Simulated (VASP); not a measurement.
MgO:

```xyz
2
Lattice="0.0000 2.1109 2.1109 2.1109 0.0000 2.1109 2.1109 2.1109 0.0000" Properties=species:S:1:pos:R:3 pbc="T T T"
Mg    0.0000    0.0000    0.0000
O     2.1109    2.1109    2.1109
```

This cell differs from its parent crystal: volume scaled by 1.02.

Base run:

```yaml
Program: VASP 6.6.1
Functional: PBEsol
Potentials_or_basis: VASP PAW PBE potentials, release 64 (Mg, O)
Cutoff: 520 eV
k_mesh: 11 × 11 × 11
Occupations: fermi-dirac, width 0.05 eV
Spin: no spin polarisation
```

Its results: band gap on the k mesh 4.57 eV, direct; pressure -1.4 GPa.

Problem. The run is repeated on the same cell with these changes: functional from PBEsol to r2SCAN. What comes out?

Solution. Band gap on the k mesh 5.53 eV, direct; pressure -3.1 GPa.

r2SCAN gives the wider gap, since meta-GGAs in the generalised Kohn-Sham scheme recover part of the derivative discontinuity.

Caveats: the PAW data sets were made with another functional, which shifts forces and pressure a little.

